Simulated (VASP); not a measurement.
Set up this calculation in VASP 6.6.1, as the native input.

```yaml
Task: single point
Functional: PBE-based screened hybrid with 25 % exact exchange
Potentials_or_basis: VASP PAW PBE potentials, release 64 (Pb_d, Se)
Cutoff: 520 eV
k_mesh: 4 × 4 × 4
Occupations: fermi-dirac, width 0.05 eV
Spin: no spin polarisation
Dipole_correction: no
Grid_for_exact_exchange_PRECFOCK: Normal
Share_of_exact_exchange: 0.25
Further_INCAR_settings: ALGO = Normal; EDIFF = 1e-07; NBANDS = 17
Screening_parameter: 0.3 1/Å
```

PbSe:

```
CELL_PARAMETERS angstrom
0.00000 3.04011 3.04011
3.04011 0.00000 3.04011
3.04011 3.04011 0.00000
ATOMIC_POSITIONS crystal
Pb 0.00000 0.00000 0.00000
Se 0.50000 0.50000 0.50000
```

The input as run:

POSCAR

```
PbSe
1.0
    0.0000000000      3.0401081059      3.0401081059
    3.0401081059      0.0000000000      3.0401081059
    3.0401081059      3.0401081059      0.0000000000
Pb Se
1 1
Direct
    0.0000000000      0.0000000000      0.0000000000
    0.5000000000      0.5000000000      0.5000000000
```

INCAR.step1

```
PREC     = Accurate       # precision mode
ENCUT    = 520            # plane-wave cutoff, eV
EDIFF    = 1E-5           # SCF threshold, eV
ISMEAR   = -1             # smearing method
SIGMA    = 0.05           # smearing width, eV
LREAL    = F              # projectors in reciprocal space
LASPH    = T              # aspherical terms in the spheres
NELM     = 80             # most SCF steps
ALGO     = Normal         # electronic algorithm
ISIF     = 2              # what is computed and relaxed
LWAVE    = T              # write WAVECAR
LCHARG   = F              # write CHGCAR
GGA      = PE             # functional
NBANDS   = 17             # bands
```

INCAR.step2

```
PREC     = Accurate       # precision mode
ENCUT    = 520            # plane-wave cutoff, eV
EDIFF    = 1E-7           # SCF threshold, eV
ISMEAR   = -1             # smearing method
SIGMA    = 0.05           # smearing width, eV
LREAL    = F              # projectors in reciprocal space
LASPH    = T              # aspherical terms in the spheres
NELM     = 80             # most SCF steps
ALGO     = Normal         # electronic algorithm
ISIF     = 2              # what is computed and relaxed
LWAVE    = F              # write WAVECAR
LCHARG   = F              # write CHGCAR
GGA      = PE             # functional
LHFCALC  = T              # exact exchange
AEXX     = 0.25           # exact-exchange fraction
HFSCREEN = 0.3            # screening, 1/A
PRECFOCK = Normal       
ISTART   = 1            
NBANDS   = 17             # bands
```

KPOINTS

```
regular mesh
0
Gamma
  4 4 4
```

Potentials or basis: VASP PAW PBE potentials, release 64 (Pb_d, Se).

The run is started by

```sh
$ cat potpaw_PBE.64/Pb_d/POTCAR potpaw_PBE.64/Se/POTCAR > POTCAR
$ cp INCAR.step1 INCAR
$ mpirun -np 1 vasp_std > vasp.out
$ cp INCAR.step2 INCAR
$ mpirun -np 1 vasp_std > vasp.out
```

It gave:

The pressure is 2.5 GPa and the band gap on the k mesh is 0.51 eV.

Caveat: the k points lie up to 0.45 Å⁻¹ apart; the PAW data sets were made with another functional, which shifts forces and pressure a little; spin-orbit coupling is left out, which moves the levels of the heavy elements.

It took 17 min on 1 thread of Intel Xeon 8259CL, with other jobs on the host, peak memory 0.29 GiB.
